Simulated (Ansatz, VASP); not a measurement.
**One calculation of Na, two programs**

```
Na
1.0
     0.00000    2.64493    2.64493
     2.64493    0.00000    2.64493
     2.64493    2.64493    0.00000
Na
1
Direct
  0.00000 0.00000 0.00000
```

Alike in both runs: task single point; functional PBE; k mesh 14 × 14 × 14; occupations gaussian, width 0.05 eV; no spin polarisation.

|  | VASP | Ansatz |
| --- | --- | --- |
| version | VASP 6.6.1 | Ansatz 0.2.0 |
| potentials or method | VASP PAW PBE potentials, release 64 (Na_pv), cutoff 520 eV | scalar-relativistic, plane waves, PAW |
| valence electrons in the cell | 7 | 9 |

|  | VASP | Ansatz | Ansatz less VASP |
| --- | --- | --- | --- |
| gap on the k mesh at the Fermi level (eV) | none | none | - |
| pressure (GPa) | 0.0 | 0.0 | +0.03 |

A gap of «none» marks a metal or a gap that the smearing closes. VASP's potentials hold 7 valence electrons a cell and Ansatz's 9, so a difference there can come from the potentials and not from the codes.
